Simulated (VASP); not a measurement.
# Ag (P6_3/mmc) in VASP: notebook

Aim: see how the results for Ag move with the level of theory and the settings. Levels: PBE, LDA. Tasks: single point.

All numbers are computed with VASP 6.6.1; they aren't measurements. Logs are shortened: lines on timing, memory, paths and dates and some standing lists are left out, and cuts for length are marked.

## Step 1: The cell of the first run

The structure is hexagonal, space group P6_3/mmc (No. 194). Conventional cell: a = 2.910 Å, b = 2.910 Å, c = 4.758 Å, α = 90.00°, β = 90.00°, γ = 120.00°. Within 3.8 Å of Ag (site symmetry -6m2) lie 12 Ag at 2.91 Å.

This isn't the form of Ag at room conditions, which is fcc.

## Step 2: Single point, PBE

Contents of INCAR:

```
PREC = Accurate
ENCUT = 500
EDIFF = 1E-6
ISMEAR = -1
SIGMA = 0.05
LREAL = F
LASPH = T
NELM = 120
ALGO = Normal
ISIF = 2
LWAVE = F
LCHARG = F
GGA = PE
NBANDS = 18
GGA_COMPAT = F
```

Contents of KPOINTS:

```
Automatic mesh
0
Gamma
  10 10 6
```

Contents of POSCAR:

```
Ag
1.0
    2.9103349780      0.0000000000      0.0000000000
   -1.4551674890      2.5204240244      0.0000000000
    0.0000000000      0.0000000000      4.7578513803
Ag
2
Direct
    0.6666666667      0.3333333333      0.7500000000
    0.3333333333      0.6666666667      0.2500000000
```

Potentials or basis: VASP PAW PBE potentials, release 64 (Ag).

The run is started by

```bash
> cat potpaw_PBE.64/Ag/POTCAR > POTCAR
> mpirun -np 1 vasp_std > vasp.out
```

OUTCAR:

```text
PREC = Accurate
   ENCUT = 500
   EDIFF = 1E-6
   ISMEAR = -1
   LREAL = F
   LASPH = T
   NELM = 120
   ISIF = 2
   GGA = PE

 ion  position               nearest neighbor table
   1  0.667  0.333  0.750-   2 2.91   2 2.91   2 2.91   2 2.91   2 2.91   2 2.91
   2  0.333  0.667  0.250-   1 2.91   1 2.91   1 2.91   1 2.91   1 2.91   1 2.91

  LATTYP: Found a hexagonal cell.
 ALAT       =     2.9103349780
 C/A-ratio  =     1.6348122866

  Lattice vectors:

 A1 = (   2.9103349780,   0.0000000000,   0.0000000000)
 A2 = (  -1.4551674890,   2.5204240244,   0.0000000000)
 A3 = (   0.0000000000,   0.0000000000,   4.7578513803)

Analysis of symmetry for initial positions (statically):
=====================================================================
 Subroutine PRICEL returns:
 Original cell was already a primitive cell.

 Routine SETGRP: Setting up the symmetry group for a
 hexagonal supercell.

 Subroutine GETGRP returns: Found 24 space group operations
 (whereof 12 operations were pure point group operations)
 out of a pool of 24 trial point group operations.

The static configuration has the point symmetry D_3d.
 The point group associated with its full space group is D_6h.

Analysis of symmetry for dynamics (positions and initial velocities):
=====================================================================
 Subroutine PRICEL returns:
 Original cell was already a primitive cell.

 Routine SETGRP: Setting up the symmetry group for a
 hexagonal supercell.

 Subroutine GETGRP returns: Found 24 space group operations
 (whereof 12 operations were pure point group operations)
 out of a pool of 24 trial point group operations.

The dynamic configuration has the point symmetry D_3d.
 The point group associated with its full space group is D_6h.

 Subroutine INISYM returns: Found 24 space group operations
 (whereof 12 operations are pure point group operations),
 and found     1 'primitive' translations

----------------------------------------------------------------------------------------

                                     Primitive cell

  volume of cell :      34.9002

  direct lattice vectors                    reciprocal lattice vectors
     2.910334978  0.000000000  0.000000000     0.343603059  0.198379318  0.000000000
    -1.455167489  2.520424024  0.000000000     0.000000000  0.396758637  0.000000000
     0.000000000  0.000000000  4.757851380     0.000000000  0.000000000  0.210178906

[... 81 lines left out ...]
   ENCUT  =  500.0 eV  36.75 Ry    6.06 a.u.   5.31  5.31  8.67*2*pi/ulx,y,z
   NELM   =    120;   NELMIN=  2; NELMDL= -5     # of ELM steps
   EDIFF  = 0.1E-05   stopping-criterion for ELM
   LREAL  =      F    real-space projection
   EDIFFG = 0.1E-04   stopping-criterion for IOM
   NSW    =      0    number of steps for IOM
   IBRION =     -1    ionic relax: 0-MD 1-quasi-New 2-CG
   NFREE  =      0    steps in history (QN), initial steepest desc. (CG)
   ISIF   =      2    stress and relaxation
   ISYM   =      2    0-nonsym 1-usesym 2-fastsym
   POTIM  = 0.5000    time-step for ionic-motion
   TEBEG  =    0.0;   TEEND  =   0.0 temperature during run
   PSTRESS=    0.0 pullay stress
   NELECT =      22.0000    total number of electrons
   NUPDOWN=      -1.0000    fix difference up-down
   EMIN   =  10.00;   EMAX   =-10.00  energy-range for DOS
   EFERMI =   0.00;   METHOD = LEGACY
   ISMEAR =    -1;   SIGMA  =   0.05  broadening in eV -4-tet -1-fermi 0-gaus
   EFERMI_NEDOS =   21; number of points for ismear=-14 and -15
   IALGO  =     38    algorithm
   IMIX   =      4    mixing-type and parameters
     AMIX     =   0.40;   BMIX     =  1.00
     AMIX_MAG =   1.60;   BMIX_MAG =  1.00
  volume/ion in A,a.u.               =      17.45       117.76
  Fermi-wavevector in a.u.,A,eV,Ry     =   1.403697  2.652602 26.808430  1.970364
  Thomas-Fermi vector in A             =   2.526333
   LORBIT       =      0    0 simple, 1 ext, 2 COOP (PROOUT), +10 PAW based schemes
   GGA     = PE    functional components
   LHFCALC =     F    Hartree Fock is set to
   AEXX    =    0.0000 exact exchange contribution
   IVDW    =     0    specifies the selected vdW correction
   LEPSILON=     F    determine dielectric tensor
   LRPA    =     F    only Hartree local field effects (RPA)
 non-spin polarized calculation
  energy-cutoff  :      500.00
  volume of cell :       34.90
 maximum number of plane-waves:       904
 NGX is ok and might be reduce to    24
   NGX = 11   NGY = 11   NGZ = 17

 number of electron      22.0000007 magnetization

 Free energy of the ion-electron system (eV)
  ---------------------------------------------------
  ext. energy  EPLUGINS =         0.00000000
  ---------------------------------------------------
  free energy    TOTEN  =        -5.41435907 eV

  energy without entropy =       -5.40879417  energy(sigma->0) =       -5.41157662

 E-fermi :   8.1117     XC(G=0): -12.0696

 val. band max:        7.9095390288   @ k =   0.3000   0.0000   0.3333
 cond. band min:       8.1553837796   @ k =   0.3000   0.2000   0.3333
 fundamental gap:      0.2458447509
 Fermi energy:         8.1116790900

 k-point     1 :       0.0000    0.0000    0.0000
  band No.  band energies     occupation
      1       0.5140      2.00000
      2       1.8603      2.00000
      3       3.3848      2.00000
      4       3.4823      2.00000
      5       3.4823      2.00000
      6       3.7102      2.00000
[... 481 lines left out ...]
      5       3.4146      2.00000
      6       4.0046      2.00000
[... 10 lines left out ...]
     17      20.3547      0.00000
     18      22.3867      0.00000

 [... further k-points ...]

------------------------ aborting loop because EDIFF is reached ----------------------------------------

  FORCE on cell =-STRESS in cart. coord.  units (eV):
  Direction    XX          YY          ZZ          XY          YZ          ZX
  --------------------------------------------------------------------------------------
  -------------------------------------------------------------------------------------
  Total        0.5916359      0.5916359      0.4507315      0.0000000      0.0000000      0.0000000
  in kB       27.1604933     27.1604933     20.6919312      0.0000000      0.0000000      0.0000000
  external PRESSURE =      25.0043059 kB  Pullay stress =       0.0000000 kB

 VOLUME and BASIS-vectors are now :
 -----------------------------------------------------------------------------
  energy-cutoff  :      500.00
  volume of cell :       34.90
      direct lattice vectors                 reciprocal lattice vectors
     2.910334978  0.000000000  0.000000000     0.343603059  0.198379318  0.000000000
    -1.455167489  2.520424024  0.000000000     0.000000000  0.396758637  0.000000000
     0.000000000  0.000000000  4.757851380     0.000000000  0.000000000  0.210178906

 POSITION                                       TOTAL-FORCE (eV/Angst)
 -----------------------------------------------------------------------------------
      1.45517      0.84014      3.56839         0.000000      0.000000      0.000000
     -0.00000      1.68028      1.18946        -0.000000      0.000000      0.000000
 -----------------------------------------------------------------------------------
    total drift:                               -0.000000      0.000000     -0.000000

  FREE ENERGIE OF THE ION-ELECTRON SYSTEM (eV)
  ---------------------------------------------------
  free  energy   TOTEN  =        -5.4143590710 eV

  energy  without entropy=       -5.4087941731  energy(sigma->0) =       -5.41157662
```

OSZICAR:

```text
N       E                     dE             d eps       ncg     rms          rms(c)
DAV:   1     0.120941636151E+03    0.12094E+03   -0.11352E+04  2032   0.117E+03
DAV:   2    -0.397448393139E+01   -0.12492E+03   -0.11868E+03  2078   0.262E+02
DAV:   3    -0.589403582976E+01   -0.19196E+01   -0.19136E+01  2324   0.366E+01
DAV:   4    -0.589977286260E+01   -0.57370E-02   -0.57364E-02  2198   0.199E+00
DAV:   5    -0.589982238848E+01   -0.49526E-04   -0.49526E-04  2306   0.197E-01    0.698E+00
DAV:   6    -0.543407003453E+01    0.46575E+00   -0.11522E+00  2086   0.115E+01    0.458E+00
DAV:   7    -0.541953768984E+01    0.14532E-01   -0.14969E-02  2202   0.115E+00    0.257E+00
DAV:   8    -0.541433503191E+01    0.52027E-02   -0.11331E-03  2104   0.266E-01    0.113E-01
DAV:   9    -0.541434770877E+01   -0.12677E-04   -0.15164E-05  2324   0.283E-02    0.369E-02
DAV:  10    -0.541435980148E+01   -0.12093E-04   -0.77918E-06  2188   0.259E-02    0.589E-03
DAV:  11    -0.541435907103E+01    0.73045E-06   -0.83112E-08  1158   0.265E-03
   1 F= -.54143591E+01 E0= -.54115766E+01  d E =-.556490E-02
```

stdout:

```text
POSCAR found type information on POSCAR Ag
 POSCAR found :  1 types and       2 ions
 scaLAPACK will be used
 LDA part: xc-table for (Slater+PW92), standard interpolation
 POSCAR, INCAR and KPOINTS ok, starting setup
 FFT: planning ... GRIDC
 FFT: planning ... GRID_SOFT
 FFT: planning ... GRID
 WAVECAR not read
 entering main loop
```

It took 9 s on 1 thread of Intel Xeon 6975P-C (Granite Rapids), shared host; peak memory 0.16 GiB.

Results:

- Free energy: -5.4144 eV
- Pressure: 2.5 GPa
- Band gap on the k mesh: zero (bands 11 and 12 overlap by 6.49 eV)

[end of part 1 of 2]
